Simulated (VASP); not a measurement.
# ZnSe (Stilleite) (F-43m) in VASP: notebook

ZnSe (Stilleite) is run at these levels: LDA, PBEsol; tasks: single point.

All numbers are computed with VASP 6.6.1; they aren't measurements. Logs are shortened: lines on timing, memory, paths and dates and some standing lists are left out, and cuts for length are marked.

### Step 1. The cell of the first run

Symmetry: F-43m, No. 216, cubic system. The conventional cell has a = 5.552 Å, b = 5.552 Å, c = 5.552 Å, α = 90.00°, β = 90.00°, γ = 90.00°. Se (site symmetry -43m) has 4 Zn at 2.40 Å within 3.2 Å. Zn (site symmetry -43m) has 4 Se at 2.40 Å within 3.2 Å.

### Step 2. Single point, LDA (volume scaled by 0.94)

Input file INCAR:

```
ALGO = Normal
EDIFF = 1E-7
ENCUT = 520
ISIF = 2
ISMEAR = -1
LASPH = True
LCHARG = False
LREAL = False
LWAVE = False
NBANDS = 16
NELM = 60
PREC = Accurate
SIGMA = 0.05
```

Input file KPOINTS:

```
k-points
0
Gamma
  8 8 8
```

Input file POSCAR:

```
ZnSe
1.0
    0.0000000000      2.7759511149      2.7759511149
    2.7759511149      0.0000000000      2.7759511149
    2.7759511149      2.7759511149      0.0000000000
Se Zn
1 1
Direct
    0.7500000000      0.7500000000      0.7500000000
    0.0000000000      0.0000000000      0.0000000000
```

Potentials or basis: VASP PAW LDA potentials, release 64 (Se, Zn).

On the command line:

```console
$ cat potpaw_LDA.64/Se/POTCAR potpaw_LDA.64/Zn/POTCAR > POTCAR
$ mpirun -np 1 vasp_std > vasp.out
```

OUTCAR:

```text
EDIFF = 1E-7
   ENCUT = 520
   ISIF = 2
   ISMEAR = -1
   LASPH = True
   LREAL = False
   NELM = 60
   PREC = Accurate

 ion  position               nearest neighbor table
   1  0.750  0.750  0.750-   2 2.40   2 2.40   2 2.40   2 2.40
   2  0.000  0.000  0.000-   1 2.40   1 2.40   1 2.40   1 2.40

  LATTYP: Found a face centered cubic cell.
 ALAT       =     5.5519022298

  Lattice vectors:

 A1 = (   0.0000000000,   2.7759511149,   2.7759511149)
 A2 = (   2.7759511149,   0.0000000000,   2.7759511149)
 A3 = (   2.7759511149,   2.7759511149,   0.0000000000)

Analysis of symmetry for initial positions (statically):
=====================================================================
 Subroutine PRICEL returns:
 Original cell was already a primitive cell.

 Routine SETGRP: Setting up the symmetry group for a
 face centered cubic supercell.

 Subroutine GETGRP returns: Found 24 space group operations
 (whereof 24 operations were pure point group operations)
 out of a pool of 48 trial point group operations.

The static configuration has the point symmetry T_d .

Analysis of symmetry for dynamics (positions and initial velocities):
=====================================================================
 Subroutine PRICEL returns:
 Original cell was already a primitive cell.

 Routine SETGRP: Setting up the symmetry group for a
 face centered cubic supercell.

 Subroutine GETGRP returns: Found 24 space group operations
 (whereof 24 operations were pure point group operations)
 out of a pool of 48 trial point group operations.

The dynamic configuration has the point symmetry T_d .

 Subroutine INISYM returns: Found 24 space group operations
 (whereof 24 operations are pure point group operations),
 and found     1 'primitive' translations

----------------------------------------------------------------------------------------

                                     Primitive cell

  volume of cell :      42.7824

  direct lattice vectors                    reciprocal lattice vectors
     0.000000000  2.775951115  2.775951115    -0.180118446  0.180118446  0.180118446
     2.775951115  0.000000000  2.775951115     0.180118446 -0.180118446  0.180118446
     2.775951115  2.775951115  0.000000000     0.180118446  0.180118446 -0.180118446

  length of vectors
     3.925787715  3.925787715  3.925787715     0.311974299  0.311974299  0.311974299

  position of ions in fractional coordinates (direct lattice)
     0.750000000  0.750000000  0.750000000
     0.000000000  0.000000000  0.000000000

  ion indices of the primitive-cell ions
   primitive index   ion index
                 1           1
                 2           2

----------------------------------------------------------------------------------------

 KPOINTS: k-points

Automatic generation of k-mesh.
 Grid dimensions read from file:
 generate k-points for:    8    8    8

 Generating k-lattice:

  Cartesian coordinates                     Fractional coordinates (reciprocal lattice)
    -0.022514806  0.022514806  0.022514806     0.125000000  0.000000000  0.000000000
     0.022514806 -0.022514806  0.022514806     0.000000000  0.125000000  0.000000000
     0.022514806  0.022514806 -0.022514806     0.000000000  0.000000000  0.125000000

  Length of vectors
     0.038996787  0.038996787  0.038996787

  Shift w.r.t. Gamma in fractional coordinates (k-lattice)
     0.000000000  0.000000000  0.000000000

 Subroutine IBZKPT returns following result:
 ===========================================

 Found     29 irreducible k-points:

 Following reciprocal coordinates:
            Coordinates               Weight
  0.000000  0.000000  0.000000      1.000000
  0.125000  0.000000  0.000000      8.000000
  0.250000  0.000000  0.000000      8.000000
  0.375000  0.000000  0.000000      8.000000
  0.500000  0.000000  0.000000      4.000000
  0.125000  0.125000  0.000000      6.000000
[... 16 lines left out ...]
  0.500000  0.250000  0.125000     48.000000
 -0.375000  0.250000  0.125000     24.000000
 [... further k-points ...]
   k-points           NKPTS =     29   k-points in BZ     NKDIM =     29   number of bands    NBANDS=     16
   number of dos      NEDOS =    301   number of ions     NIONS =      2
   total plane-waves  NPLWV =  27000
   dimension x,y,z NGX =    30 NGY =   30 NGZ =   30
   dimension x,y,z NGXF=    60 NGYF=   60 NGZF=   60
   ions per type =               1   1
   NGX,Y,Z   is equivalent  to a cutoff of  12.70, 12.70, 12.70 a.u.
   NGXF,Y,Z  is equivalent  to a cutoff of  25.41, 25.41, 25.41 a.u.
 SYSTEM =  unknown system
   PREC   = accura    normal or accurate (medium, high low for compatibility)
   ISTART =      0    job   : 0-new  1-cont  2-samecut
   ICHARG =      2    charge: 1-file 2-atom 10-const
   ISPIN  =      1    spin polarized calculation?
   LNONCOLLINEAR =      F non collinear calculations
   LSORBIT =      F    spin-orbit coupling
   LASPH  =      T    aspherical Exc in radial PAW
   ENCUT  =  520.0 eV  38.22 Ry    6.18 a.u.   7.30  7.30  7.30*2*pi/ulx,y,z
   NELM   =     60;   NELMIN=  2; NELMDL= -5     # of ELM steps
   EDIFF  = 0.1E-06   stopping-criterion for ELM
   LREAL  =      F    real-space projection
   EDIFFG = 0.1E-05   stopping-criterion for IOM
   NSW    =      0    number of steps for IOM
   IBRION =     -1    ionic relax: 0-MD 1-quasi-New 2-CG
   NFREE  =      0    steps in history (QN), initial steepest desc. (CG)
   ISIF   =      2    stress and relaxation
   ISYM   =      2    0-nonsym 1-usesym 2-fastsym
   POTIM  = 0.5000    time-step for ionic-motion
   TEBEG  =    0.0;   TEEND  =   0.0 temperature during run
   PSTRESS=    0.0 pullay stress
   NELECT =      18.0000    total number of electrons
   NUPDOWN=      -1.0000    fix difference up-down
   EMIN   =  10.00;   EMAX   =-10.00  energy-range for DOS
   EFERMI =   0.00;   METHOD = LEGACY
   ISMEAR =    -1;   SIGMA  =   0.05  broadening in eV -4-tet -1-fermi 0-gaus
   EFERMI_NEDOS =   21; number of points for ismear=-14 and -15
   IALGO  =     38    algorithm
   IMIX   =      4    mixing-type and parameters
     AMIX     =   0.40;   BMIX     =  1.00
     AMIX_MAG =   1.60;   BMIX_MAG =  1.00
  volume/ion in A,a.u.               =      21.39       144.36
  Fermi-wavevector in a.u.,A,eV,Ry     =   1.226716  2.318156 20.474468  1.504831
  Thomas-Fermi vector in A             =   2.361706
   LORBIT       =      0    0 simple, 1 ext, 2 COOP (PROOUT), +10 PAW based schemes
   GGA     = CA    functional components
   LHFCALC =     F    Hartree Fock is set to
   AEXX    =    0.0000 exact exchange contribution
   IVDW    =     0    specifies the selected vdW correction
   LEPSILON=     F    determine dielectric tensor
   LRPA    =     F    only Hartree local field effects (RPA)
 non-spin polarized calculation
  energy-cutoff  :      520.00
  volume of cell :       42.78
 maximum number of plane-waves:      1174
 NGX is ok and might be reduce to    30
   NGX = 15   NGY = 15   NGZ = 15

 number of electron      17.9999987 magnetization

 Free energy of the ion-electron system (eV)
  ---------------------------------------------------
  ext. energy  EPLUGINS =         0.00000000
  ---------------------------------------------------
  free energy    TOTEN  =        -7.37016678 eV

  energy without entropy =       -7.37016676  energy(sigma->0) =       -7.37016677

 E-fermi :   2.7666     XC(G=0):  -9.9761

 val. band max:        2.0714364173   @ k =   0.0000   0.0000   0.0000
 cond. band min:       3.3969949651   @ k =   0.0000   0.0000   0.0000
 fundamental gap:      1.3255585477
 Fermi energy:         2.7666263750

 k-point     1 :       0.0000    0.0000    0.0000
  band No.  band energies     occupation
      1     -11.6346      2.00000
      2      -4.8503      2.00000
      3      -4.8503      2.00000
      4      -4.8503      2.00000
      5      -4.4335      2.00000
      6      -4.4335      2.00000
[... 8 lines left out ...]
     15      13.6799      0.00000
     16      13.6799      0.00000

 k-point     2 :       0.1250    0.0000    0.0000
  band No.  band energies     occupation
      1     -11.5208      2.00000
      2      -4.8470      2.00000
      3      -4.8324      2.00000
      4      -4.8324      2.00000
      5      -4.4353      2.00000
      6      -4.4353      2.00000
[... 8 lines left out ...]
     15      12.7832      0.00000
     16      12.8512      0.00000

 k-point     3 :       0.2500    0.0000    0.0000
  band No.  band energies     occupation
      1     -11.2233      2.00000
      2      -4.7977      2.00000
      3      -4.7932      2.00000
      4      -4.7932      2.00000
      5      -4.4339      2.00000
      6      -4.4339      2.00000
[... 8 lines left out ...]
     15      12.5320      0.00000
     16      12.6580      0.00000

 k-point     4 :       0.3750    0.0000    0.0000
  band No.  band energies     occupation
      1     -10.8849      2.00000
      2      -4.7623      2.00000
      3      -4.7623      2.00000
      4      -4.5919      2.00000
      5      -4.4214      2.00000
      6      -4.4214      2.00000
[... 8 lines left out ...]
     15      13.7276      0.00000
     16      13.7276      0.00000

 k-point     5 :       0.5000    0.0000    0.0000
  band No.  band energies     occupation
      1     -10.7292      2.00000
      2      -4.7526      2.00000
      3      -4.7526      2.00000
      4      -4.4123      2.00000
      5      -4.4123      2.00000
      6      -4.2507      2.00000
[... 8 lines left out ...]
     15      15.3827      0.00000
     16      15.3827      0.00000

 k-point     6 :       0.1250    0.1250    0.0000
  band No.  band energies     occupation
      1     -11.4828      2.00000
      2      -4.8647      2.00000
      3      -4.8168      2.00000
      4      -4.8168      2.00000
      5      -4.4473      2.00000
      6      -4.4253      2.00000
[... 8 lines left out ...]
     15      13.3594      0.00000
     16      13.9075      0.00000

 k-point     7 :       0.2500    0.1250    0.0000
  band No.  band energies     occupation
      1     -11.2456      2.00000
      2      -4.8523      2.00000
      3      -4.7753      2.00000
      4      -4.7733      2.00000
      5      -4.4540      2.00000
      6      -4.4181      2.00000
[... 8 lines left out ...]
     15      13.7125      0.00000
     16      14.1918      0.00000

 k-point     8 :       0.3750    0.1250    0.0000
  band No.  band energies     occupation
      1     -10.9155      2.00000
      2      -4.7840      2.00000
      3      -4.7387      2.00000
      4      -4.6728      2.00000
      5      -4.4318      2.00000
      6      -4.4097      2.00000
[... 8 lines left out ...]
     15      13.8310      0.00000
     16      14.5177      0.00000

 k-point     9 :       0.5000    0.1250    0.0000
  band No.  band energies     occupation
      1     -10.6895      2.00000
      2      -4.7536      2.00000
      3      -4.7260      2.00000
      4      -4.4701      2.00000
      5      -4.4101      2.00000
      6      -4.2777      2.00000
[... 8 lines left out ...]
     15      14.6488      0.00000
     16      15.3994      0.00000
[... 172 lines left out ...]
 k-point    19 :       0.5000    0.3750    0.0000
  band No.  band energies     occupation
      1     -10.4717      2.00000
      2      -4.8218      2.00000
      3      -4.5905      2.00000
      4      -4.5739      2.00000
      5      -4.3877      2.00000
      6      -4.2500      2.00000
[... 8 lines left out ...]
     15      15.9295      0.00000
     16      16.7034      0.00000

 k-point    20 :      -0.3750    0.3750    0.0000
  band No.  band energies     occupation
      1     -10.4437      2.00000
      2      -4.7696      2.00000
      3      -4.6133      2.00000
      4      -4.5215      2.00000
      5      -4.4094      2.00000
      6      -4.1223      2.00000
[... 8 lines left out ...]
     15      14.1920      0.00000
     16      17.7811      0.00000

 k-point    21 :       0.5000    0.5000    0.0000
  band No.  band energies     occupation
      1     -10.4203      2.00000
      2      -4.8515      2.00000
      3      -4.5630      2.00000
      4      -4.5630      2.00000
      5      -4.3776      2.00000
      6      -4.2290      2.00000
[... 8 lines left out ...]
     15      16.2514      0.00000
     16      16.7368      0.00000

 k-point    22 :       0.3750    0.2500    0.1250
  band No.  band energies     occupation
      1     -10.9894      2.00000
      2      -4.8193      2.00000
      3      -4.7372      2.00000
      4      -4.7109      2.00000
      5      -4.4519      2.00000
      6      -4.4050      2.00000
[... 8 lines left out ...]
     15      14.4745      0.00000
     16      15.6704      0.00000

 k-point    23 :       0.5000    0.2500    0.1250
  band No.  band energies     occupation
      1     -10.7055      2.00000
      2      -4.7507      2.00000
      3      -4.7108      2.00000
      4      -4.5768      2.00000
      5      -4.4209      2.00000
      6      -4.3640      2.00000
[... 8 lines left out ...]
     15      14.8010      0.00000
     16      15.8856      0.00000

 k-point    24 :      -0.3750    0.2500    0.1250
  band No.  band energies     occupation
      1     -10.5781      2.00000
      2      -4.7401      2.00000
      3      -4.6934      2.00000
      4      -4.4762      2.00000
      5      -4.4264      2.00000
      6      -4.1901      2.00000
[... 8 lines left out ...]
     15      14.8997      0.00000
     16      15.7929      0.00000

 [... further k-points ...]

------------------------ aborting loop because EDIFF is reached ----------------------------------------

  FORCE on cell =-STRESS in cart. coord.  units (eV):
  Direction    XX          YY          ZZ          XY          YZ          ZX
  --------------------------------------------------------------------------------------
  -------------------------------------------------------------------------------------
  Total        0.2670598      0.2670598      0.2670598     -0.0000000     -0.0000000     -0.0000000
  in kB       10.0012348     10.0012348     10.0012348     -0.0000000     -0.0000000     -0.0000000
  external PRESSURE =      10.0012348 kB  Pullay stress =       0.0000000 kB

 VOLUME and BASIS-vectors are now :
 -----------------------------------------------------------------------------
  energy-cutoff  :      520.00
  volume of cell :       42.78
      direct lattice vectors                 reciprocal lattice vectors
     0.000000000  2.775951115  2.775951115    -0.180118446  0.180118446  0.180118446
     2.775951115  0.000000000  2.775951115     0.180118446 -0.180118446  0.180118446
     2.775951115  2.775951115  0.000000000     0.180118446  0.180118446 -0.180118446

 POSITION                                       TOTAL-FORCE (eV/Angst)
 -----------------------------------------------------------------------------------
      4.16393      4.16393      4.16393        -0.000000     -0.000000     -0.000000
      0.00000      0.00000      0.00000         0.000000      0.000000      0.000000
 -----------------------------------------------------------------------------------
    total drift:                                0.000000      0.000000     -0.000000

  FREE ENERGIE OF THE ION-ELECTRON SYSTEM (eV)
  ---------------------------------------------------
  free  energy   TOTEN  =        -7.3701667823 eV

  energy  without entropy=       -7.3701667633  energy(sigma->0) =       -7.37016677
```

Wall time 25 s (1 thread of Intel Xeon 8259CL, shared host); peak memory 0.16 GiB.

Results:

| Quantity | Value |
| --- | --- |
| Free energy | -7.3702 eV |
| Pressure | 1.0 GPa |
| Band gap on the k mesh | 1.33 eV, direct |

Levels at points of the mesh, in eV from the valence-band top:
```tsv
k point	band 5	band 6	band 7	band 8	band 9	band 10	band 11	band 12	band 13	band 14
(0.00, 0.00, 0.00)	-6.50	-6.50	0.00	0.00	0.00	1.33	5.68	5.68	5.68	9.89
(0.50, 0.00, 0.00)	-6.48	-6.32	-5.70	-0.97	-0.97	2.48	6.27	6.27	8.51	11.06
(0.50, 0.50, 0.00)	-6.45	-6.30	-5.10	-2.44	-2.44	2.67	3.31	10.99	11.52	11.52
```

### Step 3. Single point, PBEsol (volume scaled by 0.94)

Input file INCAR:

```
SYSTEM = ZnSe
PREC = Accurate
ENCUT = 520
EDIFF = 1E-6
ISMEAR = -1
SIGMA = 0.05
LREAL = .False.
LASPH = .True.
NELM = 60
ALGO = Normal
ISIF = 2
LWAVE = .False.
LCHARG = .False.
GGA = PS
NBANDS = 16
```

Input file KPOINTS:

```
Automatic mesh
0
Gamma
  8 8 8
  0 0 0
```

POSCAR is that of step 2.

Potentials or basis: VASP PAW PBE potentials, release 64 (Se, Zn).

On the command line:

```console
$ cat potpaw_PBE.64/Se/POTCAR potpaw_PBE.64/Zn/POTCAR > POTCAR
$ mpirun -np 1 vasp_std > vasp.out
```

It took 26 s on 1 thread of Intel Xeon 8259CL, shared host; peak memory 0.17 GiB.

The run converged. Its results:

```yaml
Free_energy: -6.7515 eV
Pressure: 3.5 GPa
Band_gap_on_the_k_mesh: 1.42 eV, direct
```

Levels at points of the mesh, in eV from the valence-band top:
```csv
k point,band 5,band 6,band 7,band 8,band 9,band 10,band 11,band 12,band 13,band 14
"(0.00, 0.00, 0.00)",-6.38,-6.38,0.00,0.00,0.00,1.42,5.70,5.70,5.70,9.98
"(0.50, 0.00, 0.00)",-6.35,-6.19,-5.70,-0.97,-0.97,2.55,6.28,6.28,8.55,11.13
"(0.50, 0.50, 0.00)",-6.32,-6.18,-5.06,-2.44,-2.44,2.69,3.35,11.08,11.60,11.60
```

Caveat: the PAW data sets were made with another functional, which shifts forces and pressure a little.

[end of part 1 of 2]
